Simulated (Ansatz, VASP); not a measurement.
# Two plane-wave programs on Tl

```xyz
2
Lattice="5.2622 0.0000 0.0000 -2.6311 4.5572 0.0000 0.0000 0.0000 23.8000" Properties=species:S:1:pos:R:3 pbc="T T T"
Tl    2.6311    1.5191    7.0000
Tl    0.0000    3.0381    7.0000
```

Alike in both runs: functional PBE; k mesh 6 × 6 × 1; occupations gaussian, width 0.1 eV; no spin polarisation.

Ansatz relaxed the structure, and its values are those at the end. VASP's run is a single point on that final structure, the one shown.

```csv
,VASP,Ansatz
version,VASP 6.6.1,Ansatz 0.2.0
potentials or method,"VASP PAW PBE potentials, release 64 (Tl_d), cutoff 520 eV","scalar-relativistic, plane waves, PAW"
valence electrons in the cell,26,26
```

|  | VASP | Ansatz | Ansatz less VASP |
| --- | --- | --- | --- |
| gap on the k mesh at the Fermi level (eV) | 0.08 | 0.08 | +0.002 |
| least direct gap on the mesh (eV) | 0.26 | 0.26 | +0.002 |

The functional is the same, so the differences come from potentials, cutoffs and numerics. Ansatz's warnings: slab cell height set.

Spin-orbit coupling is off throughout.
